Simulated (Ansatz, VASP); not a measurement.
**One calculation of BP, two programs**

```
B P
1.0
     0.00000    2.27857    2.27857
     2.27857    0.00000    2.27857
     2.27857    2.27857    0.00000
B P
1 1
Direct
  0.00000 0.00000 0.00000
  0.25000 0.25000 0.25000
```

Alike in both runs: functional pbe exchange, pbesol correlation; k mesh 10 × 10 × 10; no spin polarisation.

Ansatz relaxed the structure, and its values are those at the end. VASP's run is a single point on that final structure, the one shown.

|  | VASP | Ansatz |
| --- | --- | --- |
| version | VASP 6.6.1 | Ansatz 0.2.0 |
| potentials or method | VASP PAW PBE potentials, release 64 (B, P) | plane waves, PAW |
| plane-wave cutoff (eV) | 500 | 420 |
| occupations | gaussian, width 0.01 eV | fixed |
| valence electrons in the cell | 8 | 8 |

VASP gave:

| Quantity | Value |
| --- | --- |
| pressure (GPa) | -0.2 |

Q: Estimate Ansatz's values.

A: Pressure (GPa): 0.0.

VASP's potentials were made for PBE, not for pbe exchange, pbesol correlation. Ansatz's warnings: stress scf threshold loose.
